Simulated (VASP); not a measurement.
# Sc (Fm-3m) in VASP: notebook

Aim: see how the results for Sc move with the level of theory and the settings. Levels: PBE, PBEsol, RPBE, revPBE. Tasks: relaxation of cell and atoms.

Everything below comes from runs of VASP 6.6.1. Logs are shortened: lines on timing, memory, paths and dates and some standing lists are left out, and cuts for length are marked.

### 1 The cell of the first run

Symmetry: Fm-3m, No. 225, cubic system. Conventional cell: a = 4.520 Å, b = 4.520 Å, c = 4.520 Å, α = 90.00°, β = 90.00°, γ = 90.00°. Sc (site symmetry m-3m) has 12 Sc at 3.20 Å within 4.2 Å.

### 2 Relaxation of cell and atoms, PBE

The input, INCAR:

```
ALGO     = Normal         # electronic algorithm
EDIFF    = 1E-6           # SCF threshold, eV
EDIFFG   = -0.01          # ionic threshold
ENCUT    = 600            # plane-wave cutoff, eV
GGA      = PE             # functional
IBRION   = 2              # ionic algorithm
ISIF     = 3              # what is computed and relaxed
ISMEAR   = -1             # smearing method
LASPH    = True           # aspherical terms in the spheres
LCHARG   = False          # write CHGCAR
LREAL    = False          # projectors in reciprocal space
LWAVE    = False          # write WAVECAR
NELM     = 100            # most SCF steps
NSW      = 60             # ionic steps
PREC     = Accurate       # precision mode
SIGMA    = 0.05           # smearing width, eV
```

The input, KPOINTS:

```
k-points
0
Gamma
  10 10 10
```

The input, POSCAR:

```
Sc
1.0
    0.0000000000      2.2600000000      2.2600000000
    2.2600000000      0.0000000000      2.2600000000
    2.2600000000      2.2600000000      0.0000000000
Sc
1
Direct
    0.0000000000      0.0000000000      0.0000000000
```

Potentials or basis: VASP PAW PBE potentials, release 64 (Sc_sv).

Launch:

```bash
> cat potpaw_PBE.64/Sc_sv/POTCAR > POTCAR
> mpirun -np 1 vasp_std > vasp.out
```

OUTCAR:

```text
EDIFF = 1E-6
   EDIFFG = -0.01
   ENCUT = 600
   GGA = PE
   IBRION = 2
   ISIF = 3
   ISMEAR = -1
   LASPH = True
   LREAL = False
   NELM = 100
   NSW = 60
   PREC = Accurate

 ion  position               nearest neighbor table
   1  0.000  0.000  0.000-

  LATTYP: Found a face centered cubic cell.
 ALAT       =     4.5200000000

  Lattice vectors:

 A1 = (   0.0000000000,   2.2600000000,   2.2600000000)
 A2 = (   2.2600000000,   0.0000000000,   2.2600000000)
 A3 = (   2.2600000000,   2.2600000000,   0.0000000000)

Analysis of symmetry for initial positions (statically):
=====================================================================
 Subroutine PRICEL returns:
 Original cell was already a primitive cell.

 Routine SETGRP: Setting up the symmetry group for a
 face centered cubic supercell.

 Subroutine GETGRP returns: Found 48 space group operations
 (whereof 48 operations were pure point group operations)
 out of a pool of 48 trial point group operations.

The static configuration has the point symmetry O_h .

Analysis of symmetry for dynamics (positions and initial velocities):
=====================================================================
 Subroutine PRICEL returns:
 Original cell was already a primitive cell.

 Routine SETGRP: Setting up the symmetry group for a
 face centered cubic supercell.

 Subroutine GETGRP returns: Found 48 space group operations
 (whereof 48 operations were pure point group operations)
 out of a pool of 48 trial point group operations.

The dynamic configuration has the point symmetry O_h .

 Subroutine INISYM returns: Found 48 space group operations
 (whereof 48 operations are pure point group operations),
 and found     1 'primitive' translations

----------------------------------------------------------------------------------------

                                     Primitive cell

  volume of cell :      23.0864

  direct lattice vectors                    reciprocal lattice vectors
     0.000000000  2.260000000  2.260000000    -0.221238938  0.221238938  0.221238938
     2.260000000  0.000000000  2.260000000     0.221238938 -0.221238938  0.221238938
     2.260000000  2.260000000  0.000000000     0.221238938  0.221238938 -0.221238938

  length of vectors
     3.196122651  3.196122651  3.196122651     0.383197081  0.383197081  0.383197081

  position of ions in fractional coordinates (direct lattice)
     0.000000000  0.000000000  0.000000000

  ion indices of the primitive-cell ions
   primitive index   ion index
                 1           1

----------------------------------------------------------------------------------------

 KPOINTS: k-points

Automatic generation of k-mesh.
 Grid dimensions read from file:
 generate k-points for:   10   10   10

 Generating k-lattice:

  Cartesian coordinates                     Fractional coordinates (reciprocal lattice)
    -0.022123894  0.022123894  0.022123894     0.100000000  0.000000000  0.000000000
     0.022123894 -0.022123894  0.022123894     0.000000000  0.100000000  0.000000000
     0.022123894  0.022123894 -0.022123894     0.000000000  0.000000000  0.100000000

  Length of vectors
     0.038319708  0.038319708  0.038319708

  Shift w.r.t. Gamma in fractional coordinates (k-lattice)
     0.000000000  0.000000000  0.000000000

 Subroutine IBZKPT returns following result:
 ===========================================

 Found     47 irreducible k-points:

 Following reciprocal coordinates:
            Coordinates               Weight
  0.000000  0.000000  0.000000      1.000000
  0.100000  0.000000  0.000000      8.000000
  0.200000  0.000000  0.000000      8.000000
  0.300000  0.000000  0.000000      8.000000
  0.400000  0.000000  0.000000      8.000000
  0.500000  0.000000  0.000000      4.000000
[... 16 lines left out ...]
  0.300000  0.300000  0.000000      6.000000
  0.400000  0.300000  0.000000     24.000000
 [... further k-points ...]
   k-points           NKPTS =     47   k-points in BZ     NKDIM =     47   number of bands    NBANDS=      9
   number of dos      NEDOS =    301   number of ions     NIONS =      1
   total plane-waves  NPLWV =  21952
   dimension x,y,z NGX =    28 NGY =   28 NGZ =   28
   dimension x,y,z NGXF=    56 NGYF=   56 NGZF=   56
   ions per type =               1
   NGX,Y,Z   is equivalent  to a cutoff of  14.56, 14.56, 14.56 a.u.
   NGXF,Y,Z  is equivalent  to a cutoff of  29.13, 29.13, 29.13 a.u.
 SYSTEM =  unknown system
   PREC   = accura    normal or accurate (medium, high low for compatibility)
   ISTART =      0    job   : 0-new  1-cont  2-samecut
   ICHARG =      2    charge: 1-file 2-atom 10-const
   ISPIN  =      1    spin polarized calculation?
   LNONCOLLINEAR =      F non collinear calculations
   LSORBIT =      F    spin-orbit coupling
   LASPH  =      T    aspherical Exc in radial PAW
   ENCUT  =  600.0 eV  44.10 Ry    6.64 a.u.   6.38  6.38  6.38*2*pi/ulx,y,z
   NELM   =    100;   NELMIN=  2; NELMDL= -5     # of ELM steps
   EDIFF  = 0.1E-05   stopping-criterion for ELM
   LREAL  =      F    real-space projection
   EDIFFG = -.1E-01   stopping-criterion for IOM
   NSW    =     60    number of steps for IOM
   IBRION =      2    ionic relax: 0-MD 1-quasi-New 2-CG
   NFREE  =      1    steps in history (QN), initial steepest desc. (CG)
   ISIF   =      3    stress and relaxation
   ISYM   =      2    0-nonsym 1-usesym 2-fastsym
   POTIM  = 0.5000    time-step for ionic-motion
   TEBEG  =    0.0;   TEEND  =   0.0 temperature during run
   PSTRESS=    0.0 pullay stress
   NELECT =      11.0000    total number of electrons
   NUPDOWN=      -1.0000    fix difference up-down
   EMIN   =  10.00;   EMAX   =-10.00  energy-range for DOS
   EFERMI =   0.00;   METHOD = LEGACY
   ISMEAR =    -1;   SIGMA  =   0.05  broadening in eV -4-tet -1-fermi 0-gaus
   EFERMI_NEDOS =   21; number of points for ismear=-14 and -15
   IALGO  =     38    algorithm
   IMIX   =      4    mixing-type and parameters
     AMIX     =   0.40;   BMIX     =  1.00
     AMIX_MAG =   1.60;   BMIX_MAG =  1.00
  volume/ion in A,a.u.               =      23.09       155.79
  Fermi-wavevector in a.u.,A,eV,Ry     =   1.278657  2.416311 22.245021  1.634963
  Thomas-Fermi vector in A             =   2.411187
   LORBIT       =      0    0 simple, 1 ext, 2 COOP (PROOUT), +10 PAW based schemes
   GGA     = PE    functional components
   LHFCALC =     F    Hartree Fock is set to
   AEXX    =    0.0000 exact exchange contribution
   IVDW    =     0    specifies the selected vdW correction
   LEPSILON=     F    determine dielectric tensor
   LRPA    =     F    only Hartree local field effects (RPA)
 conjugate gradient relaxation of ions
 non-spin polarized calculation
  energy-cutoff  :      600.00
  volume of cell :       23.09
 maximum number of plane-waves:       785
 NGX is ok and might be reduce to    28
   NGX = 13   NGY = 13   NGZ = 13

--------------------------------------- Ionic step        1  -------------------------------------------

 number of electron      11.0000001 magnetization

 Free energy of the ion-electron system (eV)
  ---------------------------------------------------
  ext. energy  EPLUGINS =         0.00000000
  ---------------------------------------------------
  free energy    TOTEN  =        -6.18914483 eV

  energy without entropy =       -6.17306349  energy(sigma->0) =       -6.18110416

 E-fermi :   4.1316     XC(G=0): -10.1394

 val. band max:        4.1218809799   @ k =  -0.4000   0.4000   0.2000
 cond. band min:       4.1703093275   @ k =   0.4000   0.2000   0.0000
 fundamental gap:      0.0484283476
 Fermi energy:         4.1316070117

 k-point     1 :       0.0000    0.0000    0.0000
  band No.  band energies     occupation
      1     -45.1247      2.00000
      2     -23.5006      2.00000
      3     -23.5006      2.00000
      4     -23.5006      2.00000
      5      -1.1750      2.00000
      6       5.8073      0.00000
      7       5.8073      0.00000
      8       5.8073      0.00000
      9       7.3099      0.00000

 k-point     2 :       0.1000    0.0000    0.0000
  band No.  band energies     occupation
      1     -45.1172      2.00000
      2     -23.5493      2.00000
      3     -23.5068      2.00000
      4     -23.5068      2.00000
      5      -0.9077      2.00000
      6       5.6080      0.00000
      7       5.9038      0.00000
      8       5.9038      0.00000
      9       7.2436      0.00000
[... 321 lines left out ...]
 POSITION                                       TOTAL-FORCE (eV/Angst)
 -----------------------------------------------------------------------------------
      0.00000      0.00000      0.00000         0.000000     -0.000000      0.000000
 -----------------------------------------------------------------------------------
    total drift:                               -0.000000     -0.000000     -0.000000

  FREE ENERGIE OF THE ION-ELECTRON SYSTEM (eV)
  ---------------------------------------------------
  free  energy   TOTEN  =        -6.2072022424 eV

  energy  without entropy=       -6.1891369329  energy(sigma->0) =       -6.19816959

--------------------------------------- Ionic step        3  -------------------------------------------

 number of electron      10.9999999 magnetization

 Free energy of the ion-electron system (eV)
  ---------------------------------------------------
  ext. energy  EPLUGINS =         0.00000000
  ---------------------------------------------------
  free energy    TOTEN  =        -6.20776600 eV

  energy without entropy =       -6.19005122  energy(sigma->0) =       -6.19890861

 E-fermi :   3.7262     XC(G=0):  -9.8669

 val. band max:        3.7250062783   @ k =  -0.4000   0.4000   0.2000
 cond. band min:       3.7446868570   @ k =   0.3000   0.3000   0.0000
 fundamental gap:      0.0196805787
 Fermi energy:         3.7261636784

 k-point     1 :       0.0000    0.0000    0.0000
  band No.  band energies     occupation
      1     -45.7131      2.00000
      2     -24.1310      2.00000
      3     -24.1310      2.00000
      4     -24.1310      2.00000
      5      -1.4587      2.00000
      6       5.3062      0.00000
      7       5.3062      0.00000
      8       5.3062      0.00000
      9       6.6785      0.00000

 k-point     2 :       0.1000    0.0000    0.0000
  band No.  band energies     occupation
      1     -45.7076      2.00000
      2     -24.1695      2.00000
      3     -24.1360      2.00000
      4     -24.1360      2.00000
      5      -1.2074      2.00000
      6       5.1241      0.00000
      7       5.3946      0.00000
      8       5.3946      0.00000
      9       6.6196      0.00000
[... 286 lines left out ...]
 POSITION                                       TOTAL-FORCE (eV/Angst)
 -----------------------------------------------------------------------------------
      0.00000      0.00000      0.00000        -0.000000      0.000000     -0.000000
 -----------------------------------------------------------------------------------
    total drift:                               -0.000000     -0.000000     -0.000000

  FREE ENERGIE OF THE ION-ELECTRON SYSTEM (eV)
  ---------------------------------------------------
  free  energy   TOTEN  =        -6.2077660011 eV

  energy  without entropy=       -6.1900512213  energy(sigma->0) =       -6.19890861

 reached required accuracy - stopping structural energy minimisation
```

It took 49 s on 1 thread of Intel Xeon Platinum 8259CL at 2.50GHz (Skylake/Cascade Lake), shared host; peak memory 0.17 GiB.

Results:

```yaml
Free_energy: -6.2078 eV
Relaxed_volume: 24.70 Å³/atom
Relaxed_cell: a = 3.269 Å, b = 3.269 Å, c = 3.269 Å, α = 60.00°, β = 60.00°, γ = 60.00°
Space_group_after_relaxing_to_0.05_Å: Fm-3m (No. 225)
Energy_gained_by_relaxing: 18.6 meV/atom
Ionic_steps: 3
Pressure_after_relaxing: 0.0 GPa
```

Step by step:
| step | energy change (eV) | largest force (eV/Å) | pressure (GPa) | volume (Å³) |
| --- | --- | --- | --- | --- |
| 1 | 0.0000 | 0.0000 | 3.87 | 23.09 |
| 2 | -0.0181 | 0.0000 | -0.60 | 25.00 |
| 3 | -0.0186 | 0.0000 | 0.02 | 24.70 |

Final structure:
```yaml
crystal:
  lattice:
    - [0.00000, 2.31146, 2.31146]
    - [2.31146, 0.00000, 2.31146]
    - [2.31146, 2.31146, 0.00000]
  atoms:
    - { symbol: Sc, position: [0.00000, 0.00000, 0.00000] }
```

### 3 Relaxation of cell and atoms, PBEsol

The input, INCAR:

```
SYSTEM = Sc
PREC = Accurate
ENCUT = 600
EDIFF = 1E-6
ISMEAR = -1
SIGMA = 0.05
LREAL = .FALSE.
LASPH = .TRUE.
NELM = 80
ALGO = Normal
ISIF = 3
LWAVE = .FALSE.
LCHARG = .FALSE.
GGA = PS
IBRION = 2
NSW = 60
EDIFFG = -0.01
```

The input, KPOINTS:

```
Automatic mesh
0
G
  10 10 10
  0 0 0
```

POSCAR is that of step 2.

Potentials or basis: VASP PAW PBE potentials, release 64 (Sc_sv).

Launch:

```bash
> cat potpaw_PBE.64/Sc_sv/POTCAR > POTCAR
> mpirun -np 1 vasp_std > vasp.out
```

It took 31 s on 1 thread of Intel Xeon Platinum 8259CL at 2.50GHz (Skylake/Cascade Lake), shared host; peak memory 0.17 GiB.

Results (log left out):

| Property | Result |
| --- | --- |
| Free energy | -6.5658 eV |
| Relaxed volume | 23.64 Å³/atom |
| Relaxed cell | a = 3.221 Å, b = 3.221 Å, c = 3.221 Å, α = 60.00°, β = 60.00°, γ = 60.00° |
| Space group after relaxing (to 0.05 Å) | Fm-3m (No. 225) |
| Energy gained by relaxing | 2.2 meV/atom |
| Ionic steps | 3 |
| Pressure after relaxing | 0.0 GPa |

Step by step:
```tsv
step	energy change (eV)	largest force (eV/Å)	pressure (GPa)	volume (Å³)
1	0.0000	0.0000	1.32	23.09
2	-0.0022	0.0000	-0.19	23.73
3	-0.0022	0.0000	-0.02	23.64
```

Final structure:
```cif
data_structure
_symmetry_space_group_name_H-M 'P 1'
_symmetry_Int_Tables_number 1
_cell_length_a 3.2214
_cell_length_b 3.2214
_cell_length_c 3.2214
_cell_angle_alpha 60.000
_cell_angle_beta 60.000
_cell_angle_gamma 60.000
_cell_volume 23.64
loop_
_atom_site_label
_atom_site_type_symbol
_atom_site_fract_x
_atom_site_fract_y
_atom_site_fract_z
_atom_site_occupancy
Sc1 Sc 0.00000 0.00000 0.00000 1
```

Levels at points of the mesh, in eV from the Fermi level:
| k point | band 2 | band 3 | band 4 | band 5 | band 6 | band 7 | band 8 | band 9 |
| --- | --- | --- | --- | --- | --- | --- | --- | --- |
| (0.00, 0.00, 0.00) | -27.58 | -27.58 | -27.58 | -5.27 | 1.64 | 1.64 | 1.64 | 3.10 |
| (0.50, 0.00, 0.00) | -28.04 | -27.64 | -27.64 | -1.82 | 0.32 | 1.52 | 1.52 | 4.06 |
| (0.50, 0.50, 0.00) | -28.01 | -27.75 | -27.75 | -1.61 | -0.69 | 2.07 | 4.05 | 4.31 |

Caveat: the PAW data sets were made with another functional, which shifts forces and pressure a little. Zero-point motion and thermal expansion aren't in these numbers.

### 4 Relaxation of cell and atoms, RPBE

The input, INCAR:

```
PREC = Accurate
ENCUT = 600
EDIFF = 1E-7
ISMEAR = -1
SIGMA = 0.05
LREAL = False
LASPH = True
NELM = 80
ALGO = Normal
ISIF = 3
LWAVE = False
LCHARG = False
GGA = RP
IBRION = 2
NSW = 60
EDIFFG = -0.01
```

The input, KPOINTS:

```
Automatic mesh
0
Gamma
  10 10 10
```

POSCAR is that of step 3.

Launch:

```bash
> cat potpaw_PBE.64/Sc_sv/POTCAR > POTCAR
> mpirun -np 1 vasp_std > vasp.out
```

It took 41 s on 1 thread of Intel Xeon Platinum 8259CL at 2.50GHz (Skylake/Cascade Lake), shared host; peak memory 0.17 GiB.

The run converged. Its results:

| Property | Result |
| --- | --- |
| Free energy | -5.8984 eV |
| Relaxed volume | 25.72 Å³/atom |
| Relaxed cell | a = 3.313 Å, b = 3.313 Å, c = 3.313 Å, α = 60.00°, β = 60.00°, γ = 60.00° |
| Space group after relaxing (to 0.05 Å) | Fm-3m (No. 225) |
| Energy gained by relaxing | 47.6 meV/atom |
| Ionic steps | 3 |
| Pressure after relaxing | 0.0 GPa |

The path:
```csv
step,energy change (eV),largest force (eV/Å),pressure (GPa),volume (Å³)
1,0.0000,0.0000,6.20,23.09
2,-0.0464,0.0000,-0.88,26.20
3,-0.0476,0.0000,0.05,25.72
```

Final structure:
```xyz
1
Lattice="0.0000 2.3428 2.3428 2.3428 0.0000 2.3428 2.3428 2.3428 0.0000" Properties=species:S:1:pos:R:3 pbc="T T T"
Sc    0.0000    0.0000    0.0000
```

Levels at points of the mesh, in eV from the Fermi level:
| k point | band 2 | band 3 | band 4 | band 5 | band 6 | band 7 | band 8 | band 9 |
| --- | --- | --- | --- | --- | --- | --- | --- | --- |
| (0.00, 0.00, 0.00) | -28.07 | -28.07 | -28.07 | -5.11 | 1.54 | 1.54 | 1.54 | 2.84 |
| (0.50, 0.00, 0.00) | -28.40 | -28.11 | -28.11 | -1.70 | 0.13 | 1.44 | 1.44 | 3.67 |
| (0.50, 0.50, 0.00) | -28.38 | -28.19 | -28.19 | -1.43 | -0.55 | 1.76 | 3.67 | 3.88 |

Caveat: the PAW data sets were made with another functional, which shifts forces and pressure a little; the volume moved by +11 % from the deposited cell, more than functionals usually miss. RPBE and its kin give volumes clearly too large for solids.

### 5 Relaxation of cell and atoms, revPBE

The input, INCAR:

```
SYSTEM = Sc
ALGO = Normal ; EDIFF = 1E-6
EDIFFG = -0.01 ; ENCUT = 600
GGA = RE ; IBRION = 2
ISIF = 3 ; ISMEAR = -1
LASPH = .True. ; LCHARG = .False.
LREAL = .False. ; LWAVE = .False.
NELM = 60 ; NSW = 60
PREC = Accurate ; SIGMA = 0.05
```

The input, KPOINTS:

```
k-points
0
Gamma
  10 10 10
  0 0 0
```

POSCAR is that of step 4.

Launch:

```bash
> cat potpaw_PBE.64/Sc_sv/POTCAR > POTCAR
> mpirun -np 1 vasp_std > vasp.out
```

It took 39 s on 1 thread of Intel Xeon Platinum 8259CL at 2.50GHz (Skylake/Cascade Lake), shared host; peak memory 0.17 GiB.

The run converged. Its results:

| Item | Value |
| --- | --- |
| Free energy | -5.9552 eV |
| Relaxed volume | 25.46 Å³/atom |
| Relaxed cell | a = 3.302 Å, b = 3.302 Å, c = 3.302 Å, α = 60.00°, β = 60.00°, γ = 60.00° |
| Space group after relaxing (to 0.05 Å) | Fm-3m (No. 225) |
| Energy gained by relaxing | 38.7 meV/atom |
| Ionic steps | 3 |
| Pressure after relaxing | 0.0 GPa |

Step by step:
```csv
step,energy change (eV),largest force (eV/Å),pressure (GPa),volume (Å³)
1,0.0000,0.0000,5.59,23.09
2,-0.0377,0.0000,-0.77,25.88
3,-0.0387,0.0000,0.03,25.46
```

Final structure:
```
CELL_PARAMETERS angstrom
0.00000 2.33485 2.33485
2.33485 0.00000 2.33485
2.33485 2.33485 0.00000
ATOMIC_POSITIONS crystal
Sc 0.00000 0.00000 0.00000
```

Levels at points of the mesh, in eV from the Fermi level:
```tsv
k point	band 3	band 4	band 5	band 6	band 7	band 8
(0.00, 0.00, 0.00)	-28.01	-28.01	-5.13	1.55	1.55	1.55
(0.50, 0.00, 0.00)	-28.06	-28.06	-1.72	0.15	1.45	1.45
(0.50, 0.50, 0.00)	-28.14	-28.14	-1.45	-0.57	1.80	3.71
```

Caveat: the PAW data sets were made with another functional, which shifts forces and pressure a little; the volume moved by +10 % from the deposited cell, more than functionals usually miss. Zero-point motion and thermal expansion aren't in these numbers.

### 6 Overview

| level | gap on the mesh (eV) | pressure (GPa) | relaxed volume (Å³/atom) |
| --- | --- | --- | --- |
| PBE | none | 0.0 | 24.70 |
| PBEsol | none | 0.0 | 23.64 |
| RPBE | none | 0.0 | 25.72 |
| revPBE | none | 0.0 | 25.46 |

Alike in all rows: task relaxation of cell and atoms; potentials or basis VASP PAW PBE potentials, release 64 (Sc_sv); no spin polarisation; cell relaxed; k mesh 10 × 10 × 10; cutoff (eV) 600; smearing fermi-dirac 0.05 eV.

Caveats: the PAW data sets were made with another functional, which shifts forces and pressure a little (some runs); the volume moved by +11 % from the deposited cell, more than functionals usually miss (some runs); the volume moved by +10 % from the deposited cell, more than functionals usually miss (some runs).

Absolute energies hang on the potentials; compare differences alone.
